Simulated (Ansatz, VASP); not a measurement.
**GaN: VASP beside Ansatz**

```
Ga N
1.0
     3.18269    0.00000    0.00000
    -1.59134    2.75629    0.00000
     0.00000    0.00000    5.18580
Ga N
2 2
Direct
  0.00000 0.00000 0.99919
  0.33333 0.66667 0.49919
  0.00000 0.00000 0.37581
  0.33333 0.66667 0.87581
```

Alike in both runs: functional PBEsol; k mesh 12 × 12 × 6; occupations gaussian, width 0.02 eV; no spin polarisation.

Ansatz relaxed the structure, and its values are those at the end. VASP's run is a single point on that final structure, the one shown.

|  | VASP | Ansatz |
| --- | --- | --- |
| version | VASP 6.6.1 | Ansatz 0.2.0 |
| potentials or method | VASP PAW PBE potentials, release 64 (Ga_d, N), cutoff 520 eV | scalar-relativistic, plane waves, PAW |
| valence electrons in the cell | 36 | 36 |

```tsv
	VASP	Ansatz	Ansatz less VASP
gap on the k mesh at the Fermi level (eV)	1.89	1.87	-0.018
least direct gap on the mesh (eV)	1.89	1.87	-0.018
pressure (GPa)	-0.2	0.0	+0.13
```

VASP's potentials were made for PBE, not for PBEsol.
